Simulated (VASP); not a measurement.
# LiBe (Pm-3m) in VASP: notebook

The runs below take LiBe through single point, with PBE.

All numbers are computed with VASP 6.6.1; they aren't measurements. Logs are shortened: lines on timing, memory, paths and dates and some standing lists are left out, and cuts for length are marked.

## Step 1: The cell of the first run

The structure is cubic, space group Pm-3m (No. 221). Conventional cell: a = 2.811 Å, b = 2.811 Å, c = 2.811 Å, α = 90.00°, β = 90.00°, γ = 90.00°. Be (site symmetry m-3m) has 8 Li at 2.43 Å and 6 Be at 2.81 Å within 3.2 Å. Li (site symmetry m-3m) has 8 Be at 2.43 Å and 6 Li at 2.81 Å within 3.2 Å.

## Step 2: Single point, PBE

File INCAR:

```
SYSTEM = LiBe
PREC     = Accurate       ! precision mode
ENCUT    = 750            ! plane-wave cutoff, eV
EDIFF    = 1E-6           ! SCF threshold, eV
ISMEAR   = -1             ! smearing method
SIGMA    = 0.05           ! smearing width, eV
LREAL    = .FALSE.        ! projectors in reciprocal space
LASPH    = .TRUE.         ! aspherical terms in the spheres
NELM     = 120            ! most SCF steps
ALGO     = Normal         ! electronic algorithm
ISIF     = 2              ! what is computed and relaxed
LWAVE    = .FALSE.        ! write WAVECAR
LCHARG   = .FALSE.        ! write CHGCAR
GGA      = PE             ! functional
NBANDS   = 10             ! bands
GGA_COMPAT= .FALSE.
```

File KPOINTS:

```
regular mesh
0
G
  8 8 8
  0 0 0
```

File POSCAR:

```
LiBe
1.0
    2.8111530000      0.0000000000      0.0000000000
    0.0000000000      2.8111530000      0.0000000000
    0.0000000000      0.0000000000      2.8111530000
Be Li
1 1
Direct
    0.5000000000      0.5000000000      0.5000000000
    0.0000000000      0.0000000000      0.0000000000
```

Potentials or basis: VASP PAW PBE potentials, release 64 (Be, Li_sv).

Run with:

```sh
$ cat potpaw_PBE.64/Be/POTCAR potpaw_PBE.64/Li_sv/POTCAR > POTCAR
$ mpirun -np 1 vasp_std > vasp.out
```

OUTCAR:

```text
SYSTEM = LiBe
   PREC = Accurate
   ENCUT = 750
   EDIFF = 1E-6
   ISMEAR = -1
   LREAL = .FALSE.
   LASPH = .TRUE.
   NELM = 120
   ISIF = 2
   GGA = PE

 ion  position               nearest neighbor table
   1  0.500  0.500  0.500-   2 2.43   2 2.43   2 2.43   2 2.43   2 2.43   2 2.43   2 2.43   2 2.43

   2  0.000  0.000  0.000-   1 2.43   1 2.43   1 2.43   1 2.43   1 2.43   1 2.43   1 2.43   1 2.43

  LATTYP: Found a simple cubic cell.
 ALAT       =     2.8111530000

  Lattice vectors:

 A1 = (   2.8111530000,   0.0000000000,   0.0000000000)
 A2 = (   0.0000000000,   2.8111530000,   0.0000000000)
 A3 = (   0.0000000000,   0.0000000000,   2.8111530000)

Analysis of symmetry for initial positions (statically):
=====================================================================
 Subroutine PRICEL returns:
 Original cell was already a primitive cell.

 Routine SETGRP: Setting up the symmetry group for a
 simple cubic supercell.

 Subroutine GETGRP returns: Found 48 space group operations
 (whereof 48 operations were pure point group operations)
 out of a pool of 48 trial point group operations.

The static configuration has the point symmetry O_h .

Analysis of symmetry for dynamics (positions and initial velocities):
=====================================================================
 Subroutine PRICEL returns:
 Original cell was already a primitive cell.

 Routine SETGRP: Setting up the symmetry group for a
 simple cubic supercell.

 Subroutine GETGRP returns: Found 48 space group operations
 (whereof 48 operations were pure point group operations)
 out of a pool of 48 trial point group operations.

The dynamic configuration has the point symmetry O_h .

 Subroutine INISYM returns: Found 48 space group operations
 (whereof 48 operations are pure point group operations),
 and found     1 'primitive' translations

----------------------------------------------------------------------------------------

                                     Primitive cell

  volume of cell :      22.2154

  direct lattice vectors                    reciprocal lattice vectors
     2.811153000  0.000000000  0.000000000     0.355725925  0.000000000  0.000000000
     0.000000000  2.811153000  0.000000000     0.000000000  0.355725925  0.000000000
     0.000000000  0.000000000  2.811153000     0.000000000  0.000000000  0.355725925

  length of vectors
     2.811153000  2.811153000  2.811153000     0.355725925  0.355725925  0.355725925

  position of ions in fractional coordinates (direct lattice)
     0.500000000  0.500000000  0.500000000
[... 85 lines left out ...]
   ISYM   =      2    0-nonsym 1-usesym 2-fastsym
   POTIM  = 0.5000    time-step for ionic-motion
   TEBEG  =    0.0;   TEEND  =   0.0 temperature during run
   PSTRESS=    0.0 pullay stress
   NELECT =       5.0000    total number of electrons
   NUPDOWN=      -1.0000    fix difference up-down
   EMIN   =  10.00;   EMAX   =-10.00  energy-range for DOS
   EFERMI =   0.00;   METHOD = LEGACY
   ISMEAR =    -1;   SIGMA  =   0.05  broadening in eV -4-tet -1-fermi 0-gaus
   EFERMI_NEDOS =   21; number of points for ismear=-14 and -15
   IALGO  =     38    algorithm
   IMIX   =      4    mixing-type and parameters
     AMIX     =   0.40;   BMIX     =  1.00
     AMIX_MAG =   1.60;   BMIX_MAG =  1.00
  volume/ion in A,a.u.               =      11.11        74.96
  Fermi-wavevector in a.u.,A,eV,Ry     =   0.995819  1.881825 13.492288  0.991655
  Thomas-Fermi vector in A             =   2.127865
   LORBIT       =      0    0 simple, 1 ext, 2 COOP (PROOUT), +10 PAW based schemes
   GGA     = PE    functional components
   LHFCALC =     F    Hartree Fock is set to
   AEXX    =    0.0000 exact exchange contribution
   IVDW    =     0    specifies the selected vdW correction
   LEPSILON=     F    determine dielectric tensor
   LRPA    =     F    only Hartree local field effects (RPA)
 non-spin polarized calculation
  energy-cutoff  :      750.00
  volume of cell :       22.22
 maximum number of plane-waves:      1064
 NGX is ok and might be reduce to    28
   NGX = 13   NGY = 13   NGZ = 13

 number of electron       5.0000002 magnetization

 Free energy of the ion-electron system (eV)
  ---------------------------------------------------
  ext. energy  EPLUGINS =         0.00000000
  ---------------------------------------------------
  free energy    TOTEN  =        -4.93872125 eV

  energy without entropy =       -4.92853571  energy(sigma->0) =       -4.93362848

 E-fermi :   2.7072     XC(G=0):  -9.1544

 val. band max:        2.6747525856   @ k =   0.3750   0.2500   0.1250
 cond. band min:       2.9265731617   @ k =   0.5000   0.5000   0.2500
 fundamental gap:      0.2518205761
 Fermi energy:         2.7071811754

 k-point     1 :       0.0000    0.0000    0.0000
  band No.  band energies     occupation
      1     -41.7355      2.00000
      2      -3.6100      2.00000
      3       9.0823      0.00000
      4       9.0823      0.00000
      5       9.0823      0.00000
      6      13.6195      0.00000
      7      13.6195      0.00000
      8      21.5825      0.00000
      9      22.6407      0.00000
     10      22.6407      0.00000
[... 287 lines left out ...]
 k-point    24 :       0.5000    0.3750    0.1250
  band No.  band energies     occupation
      1     -41.6979      2.00000
      2       1.2626      2.00000
      3       1.8428      2.00000
      4       5.5923      0.00000
      5       9.4468      0.00000
      6      12.3622      0.00000
      7      15.8885      0.00000
      8      16.8423      0.00000
      9      19.3655      0.00000
     10      24.7043      0.00000

 [... further k-points ...]

------------------------ aborting loop because EDIFF is reached ----------------------------------------

  FORCE on cell =-STRESS in cart. coord.  units (eV):
  Direction    XX          YY          ZZ          XY          YZ          ZX
  --------------------------------------------------------------------------------------
  -------------------------------------------------------------------------------------
  Total        0.0336956      0.0336956      0.0336956      0.0000000     -0.0000000      0.0000000
  in kB        2.4301339      2.4301339      2.4301339      0.0000000     -0.0000000      0.0000000
  external PRESSURE =       2.4301339 kB  Pullay stress =       0.0000000 kB

 VOLUME and BASIS-vectors are now :
 -----------------------------------------------------------------------------
  energy-cutoff  :      750.00
  volume of cell :       22.22
      direct lattice vectors                 reciprocal lattice vectors
     2.811153000  0.000000000  0.000000000     0.355725925  0.000000000  0.000000000
     0.000000000  2.811153000  0.000000000     0.000000000  0.355725925  0.000000000
     0.000000000  0.000000000  2.811153000     0.000000000  0.000000000  0.355725925

 POSITION                                       TOTAL-FORCE (eV/Angst)
 -----------------------------------------------------------------------------------
      1.40558      1.40558      1.40558         0.000000      0.000000      0.000000
      0.00000      0.00000      0.00000         0.000000      0.000000      0.000000
 -----------------------------------------------------------------------------------
    total drift:                               -0.000000     -0.000000     -0.000000

  FREE ENERGIE OF THE ION-ELECTRON SYSTEM (eV)
  ---------------------------------------------------
  free  energy   TOTEN  =        -4.9387212517 eV

  energy  without entropy=       -4.9285357083  energy(sigma->0) =       -4.93362848
```

OSZICAR:

```text
N       E                     dE             d eps       ncg     rms          rms(c)
DAV:   1     0.385913483174E+01    0.38591E+01   -0.18203E+03   700   0.512E+02
DAV:   2    -0.475780126283E+01   -0.86169E+01   -0.82710E+01  1002   0.855E+01
DAV:   3    -0.494047567237E+01   -0.18267E+00   -0.18212E+00   882   0.929E+00
DAV:   4    -0.494326560831E+01   -0.27899E-02   -0.27852E-02   934   0.109E+00
DAV:   5    -0.494330053723E+01   -0.34929E-04   -0.34927E-04   902   0.109E-01    0.604E-01
DAV:   6    -0.493957202265E+01    0.37285E-02   -0.13789E-03  1054   0.181E-01    0.382E-01
DAV:   7    -0.493879175949E+01    0.78026E-03   -0.35988E-03   898   0.327E-01    0.524E-02
DAV:   8    -0.493872169934E+01    0.70060E-04   -0.15479E-04   918   0.856E-02    0.751E-03
DAV:   9    -0.493872125175E+01    0.44760E-06   -0.66288E-06   840   0.232E-02
   1 F= -.49387213E+01 E0= -.49336285E+01  d E =-.101855E-01
```

stdout:

```text
POSCAR found type information on POSCAR BeLi
 POSCAR found :  2 types and       2 ions
 scaLAPACK will be used
 LDA part: xc-table for (Slater+PW92), standard interpolation
 POSCAR, INCAR and KPOINTS ok, starting setup
 FFT: planning ... GRIDC
 FFT: planning ... GRID_SOFT
 FFT: planning ... GRID
 WAVECAR not read
 entering main loop
```

Wall time 4.6 s (1 thread of Intel Xeon 6975P-C (Granite Rapids), shared host); peak memory 0.15 GiB.

What came out:

- Free energy: -4.9387 eV
- Pressure: 0.2 GPa
- Band gap on the k mesh: zero (an odd number of electrons rules out a gap without spin polarisation)

## Step 3: Single point, PBE

File INCAR:

```
PREC = Accurate
ENCUT = 750
EDIFF = 1E-6
ISMEAR = 0
SIGMA = 0.05
LREAL = False
LASPH = True
NELM = 120
ALGO = Normal
ISIF = 2
LWAVE = False
LCHARG = True
GGA = PE
LELF = True
LVHAR = True
NBANDS = 10
GGA_COMPAT = False
```

File KPOINTS:

```
Automatic mesh
0
Gamma
  8 8 8
```

POSCAR is that of step 2.

Potentials or basis: VASP PAW PBE potentials, release 64 (Be, Li_sv).

Run with:

```sh
$ cat potpaw_PBE.64/Be/POTCAR potpaw_PBE.64/Li_sv/POTCAR > POTCAR
$ mpirun -np 1 vasp_std > vasp.out
```

Run time: 4.7 s. Hardware: 1 thread of Intel Xeon 6975P-C (Granite Rapids), shared host; peak memory 0.15 GiB.

Results (log left out):

```
Free energy            : -4.9330 eV
Pressure               : 0.2 GPa
Band gap on the k mesh : zero (an odd number of electrons rules out a gap without spin polarisation)
```

Levels at points of the mesh, in eV from the Fermi level:
| k point | band 1 | band 2 | band 3 | band 4 | band 5 | band 6 | band 7 |
| --- | --- | --- | --- | --- | --- | --- | --- |
| (0.00, 0.00, 0.00) | -44.42 | -6.30 | 6.40 | 6.40 | 6.40 | 10.93 | 10.93 |
| (0.50, 0.00, 0.00) | -44.40 | -3.60 | -2.06 | 9.17 | 9.17 | 13.16 | 13.16 |
| (0.50, 0.50, 0.00) | -44.38 | -0.87 | -0.87 | 1.54 | 6.27 | 10.92 | 16.17 |
| (0.50, 0.50, 0.50) | -44.37 | 2.61 | 2.61 | 2.61 | 5.23 | 5.23 | 5.23 |
